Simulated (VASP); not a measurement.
Input of a VASP 6.6.1 run:

File INCAR:

```
ALGO = Normal
EDIFF = 1E-6
EDIFFG = -0.01
ENCUT = 600
GGA = PS
IBRION = 2
ISIF = 3
ISMEAR = -1
LASPH = T
LCHARG = F
LREAL = F
LWAVE = F
NELM = 60
NSW = 80
PREC = Accurate
SIGMA = 0.05
```

File KPOINTS:

```
k-points
0
Gamma
  10 10 9
```

POSCAR

```
WC
1.0
    2.9065000000      0.0000000000      0.0000000000
   -1.4532500000      2.5171028361      0.0000000000
    0.0000000000      0.0000000000      2.8366000000
W C
1 1
Direct
    0.0000000000      0.0000000000      0.0000000000
    0.6666666667      0.3333333333      0.5000000000
```

Potentials or basis: VASP PAW PBE potentials, release 64 (W_sv, C).

Run with:

```sh
$ cat potpaw_PBE.64/W_sv/POTCAR potpaw_PBE.64/C/POTCAR > POTCAR
$ mpirun -np 1 vasp_std > vasp.out
```

**Question.** Predict the band gap on the k mesh.

**Answer.** Zero (band 9 reaches 11.69 eV, above the bottom of band 10 at 10.45 eV).

**Question.** Predict the relaxed cell.

**Answer.** a = 2.902 Å, b = 2.902 Å, c = 2.830 Å, α = 90.00°, β = 90.00°, γ = 120.00°.

**Question.** Predict the relaxed volume.

**Answer.** 10.32 Å³/atom.

**Question.** Predict the space group after relaxing (to 0.05 Å).

**Answer.** P-6m2 (No. 187).

Final structure:
```
CELL_PARAMETERS angstrom
2.90194 0.00000 0.00000
-1.45097 2.51315 0.00000
0.00000 0.00000 2.82960
ATOMIC_POSITIONS crystal
W 0.00000 0.00000 0.00000
C 0.66667 0.33333 0.50000
```

Caveat: the PAW data sets were made with another functional, which shifts forces and pressure a little; spin-orbit coupling is left out, which moves the levels of the heavy elements.
